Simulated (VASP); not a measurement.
Here is a VASP 6.6.1 calculation.

INCAR

```
SYSTEM = InSe3
ALGO = Normal ; EDIFF = 1E-7
EDIFFG = -0.01 ; ENCUT = 600
GGA = PE ; IBRION = 2
ISIF = 3 ; ISMEAR = 0
LASPH = .True. ; LCHARG = .False.
LREAL = .False. ; LWAVE = .False.
NELM = 100 ; NSW = 100
PREC = Accurate ; SIGMA = 0.1
```

File KPOINTS:

```
k-points
0
Gamma
  10 10 10
  0 0 0
```

File POSCAR:

```
InSe3
1.0
    4.4902216022      0.0000000000      0.0000000000
    0.0000000000      4.4902216022      0.0000000000
    0.0000000000      0.0000000000      4.4902216022
In Se
1 3
Direct
    0.0000000000      0.0000000000      0.0000000000
    0.0000000000      0.5000000000      0.5000000000
    0.5000000000      0.0000000000      0.5000000000
    0.5000000000      0.5000000000      0.0000000000
```

Potentials or basis: VASP PAW PBE potentials, release 64 (In_d, Se).

Command:

```bash
$ cat potpaw_PBE.64/In_d/POTCAR potpaw_PBE.64/Se/POTCAR > POTCAR
$ mpirun -np 1 vasp_std > vasp.out
```

Problem. What does it give for the relaxed cell?

Solution. a = 4.493 Å, b = 4.493 Å, c = 4.493 Å, α = 90.00°, β = 90.00°, γ = 90.00°.

Problem. What does it give for the space group after relaxing (to 0.1 Å)?

Solution. Pm-3m (No. 221).

Problem. What does it give for the relaxed volume?

Solution. 22.68 Å³/atom.

Problem. What does it give for the band gap on the k mesh?

Solution. Zero (an odd number of electrons rules out a gap without spin polarisation).

Final structure:
```cif
data_structure
_symmetry_space_group_name_H-M 'P 1'
_symmetry_Int_Tables_number 1
_cell_length_a 4.4933
_cell_length_b 4.4933
_cell_length_c 4.4933
_cell_angle_alpha 90.000
_cell_angle_beta 90.000
_cell_angle_gamma 90.000
_cell_volume 90.72
loop_
_atom_site_label
_atom_site_type_symbol
_atom_site_fract_x
_atom_site_fract_y
_atom_site_fract_z
_atom_site_occupancy
In1 In 0.00000 0.00000 0.00000 1
Se1 Se 0.00000 0.50000 0.50000 1
Se2 Se 0.50000 0.00000 0.50000 1
Se3 Se 0.50000 0.50000 0.00000 1
```

Caveat: spin-orbit coupling is left out, which moves the levels of the heavy elements.
